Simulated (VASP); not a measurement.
# Sb in VASP: a series of runs

Sb is run at these levels: PBE exchange alone, PBE, BLYP, BLYP+D3(BJ); tasks: single point.

All numbers are computed with VASP 6.6.1; they aren't measurements. Logs are shortened: lines on timing, memory, paths and dates and some standing lists are left out, and cuts for length are marked.

### 1 The cell of the first run

Symmetry: R-3m, No. 166, trigonal system. The conventional cell has a = 4.423 Å, b = 4.423 Å, c = 22.762 Å, α = 90.00°, β = 90.00°, γ = 120.00°. Sb (site symmetry 3m) has 3 Sb at 3.03 Å within 4.0 Å.

### 2 Single point, PBE exchange alone

INCAR

```
AGGAC = 0.0
ALDAC = 0.0
ALGO = Normal
EDIFF = 1E-7
ENCUT = 520
GGA = PE
ISIF = 2
ISMEAR = -1
LASPH = T
LCHARG = T
LELF = T
LREAL = F
LVHAR = T
LWAVE = F
NBANDS = 12
NELM = 60
PREC = Accurate
SIGMA = 0.05
```

KPOINTS

```
k-points
0
Gamma
  8 8 8
```

POSCAR

```
Sb
1.0
    2.2114429992      1.2767772109      7.5874405413
   -2.2114429992      1.2767772109      7.5874405413
    0.0000000000     -2.5535544218      7.5874405413
Sb
2
Direct
    0.7974034120      0.7974034120      0.7974034120
    0.2025965880      0.2025965880      0.2025965880
```

Potentials or basis: VASP PAW PBE potentials, release 64 (Sb).

Command:

```
> cat potpaw_PBE.64/Sb/POTCAR > POTCAR
> mpirun -np 1 vasp_std > vasp.out
```

OUTCAR:

```text
EDIFF = 1E-7
   ENCUT = 520
   GGA = PE
   ISIF = 2
   ISMEAR = -1
   LASPH = T
   LREAL = F
   NELM = 60
   PREC = Accurate

 ion  position               nearest neighbor table
   1  0.797  0.797  0.797-   2 3.03   2 3.03   2 3.03
   2  0.203  0.203  0.203-   1 3.03   1 3.03   1 3.03

  LATTYP: Found a trigonal (rhomboedric) cell.
 ALAT       =     8.0056164130
 COS(alpha) =     0.8473868555

  Lattice vectors:

 A1 = (   2.2114429992,   1.2767772109,   7.5874405413)
 A2 = (  -2.2114429992,   1.2767772109,   7.5874405413)
 A3 = (   0.0000000000,  -2.5535544218,   7.5874405413)

Analysis of symmetry for initial positions (statically):
=====================================================================
 Subroutine PRICEL returns:
 Original cell was already a primitive cell.

 Routine SETGRP: Setting up the symmetry group for a
 trigonal (rhombohedral) supercell.

 Subroutine GETGRP returns: Found 12 space group operations
 (whereof 12 operations were pure point group operations)
 out of a pool of 12 trial point group operations.

The static configuration has the point symmetry D_3d.

Analysis of symmetry for dynamics (positions and initial velocities):
=====================================================================
 Subroutine PRICEL returns:
 Original cell was already a primitive cell.

 Routine SETGRP: Setting up the symmetry group for a
 trigonal (rhombohedral) supercell.

 Subroutine GETGRP returns: Found 12 space group operations
 (whereof 12 operations were pure point group operations)
 out of a pool of 12 trial point group operations.

The dynamic configuration has the point symmetry D_3d.

 Subroutine INISYM returns: Found 12 space group operations
 (whereof 12 operations are pure point group operations),
 and found     1 'primitive' translations

----------------------------------------------------------------------------------------

                                     Primitive cell

  volume of cell :     128.5397

  direct lattice vectors                    reciprocal lattice vectors
     2.211442999  1.276777211  7.587440541     0.226096716  0.130537000  0.043932250
    -2.211442999  1.276777211  7.587440541    -0.226096716  0.130537000  0.043932250
     0.000000000 -2.553554422  7.587440541     0.000000000 -0.261074000  0.043932250

  length of vectors
     8.005616413  8.005616413  8.005616413     0.264744548  0.264744548  0.264744548

  position of ions in fractional coordinates (direct lattice)
     0.797403412  0.797403412  0.797403412
     0.202596588  0.202596588  0.202596588

  ion indices of the primitive-cell ions
   primitive index   ion index
                 1           1
                 2           2

----------------------------------------------------------------------------------------

 KPOINTS: k-points

Automatic generation of k-mesh.
 Grid dimensions read from file:
 generate k-points for:    8    8    8

 Generating k-lattice:

  Cartesian coordinates                     Fractional coordinates (reciprocal lattice)
     0.028262090  0.016317125  0.005491531     0.125000000 -0.000000000  0.000000000
    -0.028262090  0.016317125  0.005491531    -0.000000000  0.125000000  0.000000000
     0.000000000 -0.032634250  0.005491531     0.000000000  0.000000000  0.125000000

  Length of vectors
     0.033093069  0.033093069  0.033093069

  Shift w.r.t. Gamma in fractional coordinates (k-lattice)
     0.000000000  0.000000000  0.000000000

 Subroutine IBZKPT returns following result:
 ===========================================

 Found     65 irreducible k-points:

 Following reciprocal coordinates:
            Coordinates               Weight
  0.000000  0.000000  0.000000      1.000000
  0.125000  0.000000 -0.000000      6.000000
  0.250000  0.000000 -0.000000      6.000000
  0.375000  0.000000 -0.000000      6.000000
  0.500000  0.000000 -0.000000      3.000000
  0.125000  0.125000 -0.000000      6.000000
[... 16 lines left out ...]
  0.250000  0.125000  0.125000      6.000000
  0.375000  0.125000  0.125000      6.000000
 [... further k-points ...]
   k-points           NKPTS =     65   k-points in BZ     NKDIM =     65   number of bands    NBANDS=     12
   number of dos      NEDOS =    301   number of ions     NIONS =      2
   total plane-waves  NPLWV = 216000
   dimension x,y,z NGX =    60 NGY =   60 NGZ =   60
   dimension x,y,z NGXF=   120 NGYF=  120 NGZF=  120
   ions per type =               2
   NGX,Y,Z   is equivalent  to a cutoff of  12.46, 12.46, 12.46 a.u.
   NGXF,Y,Z  is equivalent  to a cutoff of  24.92, 24.92, 24.92 a.u.
 SYSTEM =  unknown system
   PREC   = accura    normal or accurate (medium, high low for compatibility)
   ISTART =      0    job   : 0-new  1-cont  2-samecut
   ICHARG =      2    charge: 1-file 2-atom 10-const
   ISPIN  =      1    spin polarized calculation?
   LNONCOLLINEAR =      F non collinear calculations
   LSORBIT =      F    spin-orbit coupling
   LASPH  =      T    aspherical Exc in radial PAW
   ENCUT  =  520.0 eV  38.22 Ry    6.18 a.u.  14.89 14.89 14.89*2*pi/ulx,y,z
   NELM   =     60;   NELMIN=  2; NELMDL= -5     # of ELM steps
   EDIFF  = 0.1E-06   stopping-criterion for ELM
   LREAL  =      F    real-space projection
   EDIFFG = 0.1E-05   stopping-criterion for IOM
   NSW    =      0    number of steps for IOM
   IBRION =     -1    ionic relax: 0-MD 1-quasi-New 2-CG
   NFREE  =      0    steps in history (QN), initial steepest desc. (CG)
   ISIF   =      2    stress and relaxation
   ISYM   =      2    0-nonsym 1-usesym 2-fastsym
   POTIM  = 0.5000    time-step for ionic-motion
   TEBEG  =    0.0;   TEEND  =   0.0 temperature during run
   PSTRESS=    0.0 pullay stress
   NELECT =      10.0000    total number of electrons
   NUPDOWN=      -1.0000    fix difference up-down
   EMIN   =  10.00;   EMAX   =-10.00  energy-range for DOS
   EFERMI =   0.00;   METHOD = LEGACY
   ISMEAR =    -1;   SIGMA  =   0.05  broadening in eV -4-tet -1-fermi 0-gaus
   EFERMI_NEDOS =   21; number of points for ismear=-14 and -15
   IALGO  =     38    algorithm
   IMIX   =      4    mixing-type and parameters
     AMIX     =   0.40;   BMIX     =  1.00
     AMIX_MAG =   1.60;   BMIX_MAG =  1.00
  volume/ion in A,a.u.               =      64.27       433.71
  Fermi-wavevector in a.u.,A,eV,Ry     =   0.698869  1.320671  6.645326  0.488418
  Thomas-Fermi vector in A             =   1.782591
   LORBIT       =      0    0 simple, 1 ext, 2 COOP (PROOUT), +10 PAW based schemes
   GGA     = PE    functional components
   LHFCALC =     F    Hartree Fock is set to
   AEXX    =    0.0000 exact exchange contribution
   IVDW    =     0    specifies the selected vdW correction
   LEPSILON=     F    determine dielectric tensor
   LRPA    =     F    only Hartree local field effects (RPA)
 non-spin polarized calculation
  energy-cutoff  :      520.00
  volume of cell :      128.54
 maximum number of plane-waves:      3490
   NGX = 29   NGY = 29   NGZ = 29

 number of electron      10.0000000 magnetization

 Free energy of the ion-electron system (eV)
  ---------------------------------------------------
  ext. energy  EPLUGINS =         0.00000000
  ---------------------------------------------------
  free energy    TOTEN  =        -6.07392487 eV

  energy without entropy =       -6.07391709  energy(sigma->0) =       -6.07392098

 E-fermi :   2.0185     XC(G=0):  -5.0005

 val. band max:        1.5833642293   @ k =   0.5000   0.5000   0.5000
 cond. band min:       2.3543895903   @ k =   0.5000   0.5000   0.5000
 fundamental gap:      0.7710253610
 Fermi energy:         2.0185422908

 k-point     1 :       0.0000    0.0000    0.0000
  band No.  band energies     occupation
      1      -8.7048      2.00000
      2      -4.5416      2.00000
      3       1.1951      2.00000
      4       1.3823      1.99999
      5       1.3823      1.99999
      6       2.6325      0.00001
      7       3.9929      0.00000
      8       3.9929      0.00000
      9       6.2944      0.00000
     10       8.7740      0.00000
     11       9.2340      0.00000
     12       9.2968      0.00000

 k-point     2 :       0.1250    0.0000   -0.0000
  band No.  band energies     occupation
      1      -8.5753      2.00000
      2      -4.6142      2.00000
      3       0.4769      2.00000
      4       1.1375      2.00000
      5       1.2436      2.00000
      6       3.2173      0.00000
      7       3.9475      0.00000
      8       4.2325      0.00000
      9       6.4709      0.00000
     10       8.4162      0.00000
     11       9.1926      0.00000
     12       9.2233      0.00000

 k-point     3 :       0.2500    0.0000   -0.0000
  band No.  band energies     occupation
      1      -8.2007      2.00000
      2      -4.9161      2.00000
      3      -0.4316      2.00000
      4       0.6889      2.00000
      5       1.2271      2.00000
      6       2.8256      0.00000
      7       4.5496      0.00000
      8       4.5820      0.00000
      9       6.6591      0.00000
     10       8.1780      0.00000
     11       8.8268      0.00000
     12       9.5546      0.00000
[... 286 lines left out ...]
 k-point    23 :       0.2500    0.1250    0.1250
  band No.  band energies     occupation
      1      -8.5745      2.00000
      2      -4.6201      2.00000
      3       0.4619      2.00000
      4       1.1384      2.00000
      5       1.3221      2.00000
      6       3.1518      0.00000
      7       3.9908      0.00000
      8       4.2277      0.00000
      9       6.3541      0.00000
     10       8.4329      0.00000
     11       9.0406      0.00000
     12       9.2235      0.00000

 k-point    24 :       0.3750    0.1250    0.1250
  band No.  band energies     occupation
      1      -8.1998      2.00000
      2      -4.9206      2.00000
      3      -0.4489      2.00000
      4       0.6894      2.00000
      5       1.2902      2.00000
      6       2.8095      0.00000
      7       4.5774      0.00000
      8       4.6222      0.00000
      9       6.5045      0.00000
     10       8.2583      0.00000
     11       8.4868      0.00000
     12       9.4077      0.00000

 [... further k-points ...]

------------------------ aborting loop because EDIFF is reached ----------------------------------------

  FORCE on cell =-STRESS in cart. coord.  units (eV):
  Direction    XX          YY          ZZ          XY          YZ          ZX
  --------------------------------------------------------------------------------------
  -------------------------------------------------------------------------------------
  Total        0.0538257      0.0538257      0.1349920      0.0000000      0.0000000      0.0000000
  in kB        0.6709076      0.6709076      1.6826018      0.0000000      0.0000000      0.0000000
  external PRESSURE =       1.0081390 kB  Pullay stress =       0.0000000 kB

 VOLUME and BASIS-vectors are now :
 -----------------------------------------------------------------------------
  energy-cutoff  :      520.00
  volume of cell :      128.54
      direct lattice vectors                 reciprocal lattice vectors
     2.211442999  1.276777211  7.587440541     0.226096716  0.130537000  0.043932250
    -2.211442999  1.276777211  7.587440541    -0.226096716  0.130537000  0.043932250
     0.000000000 -2.553554422  7.587440541     0.000000000 -0.261074000  0.043932250

 POSITION                                       TOTAL-FORCE (eV/Angst)
 -----------------------------------------------------------------------------------
      0.00000      0.00000     18.15075         0.000000      0.000000     -0.067412
      0.00000      0.00000      4.61157         0.000000      0.000000      0.067412
 -----------------------------------------------------------------------------------
    total drift:                               -0.000000     -0.000000      0.000000

  FREE ENERGIE OF THE ION-ELECTRON SYSTEM (eV)
  ---------------------------------------------------
  free  energy   TOTEN  =        -6.0739248736 eV

  energy  without entropy=       -6.0739170896  energy(sigma->0) =       -6.07392098
```

Wall time 5.1 min (1 thread of Intel Xeon Platinum 8375C at 2.90GHz (Ice Lake), shared host); peak memory 0.49 GiB.

Results:

* Free energy: -6.0739 eV
* Pressure: 0.1 GPa
* Largest force: 0.067 eV/Å
* Band gap on the k mesh: 0.77 eV, direct

Forces on the atoms (eV/Å):
```
Sb   0.000  0.000 -0.067
Sb   0.000  0.000  0.067
```

Caveat: spin-orbit coupling is left out, which moves the levels of the heavy elements.

[end of part 1 of 3]
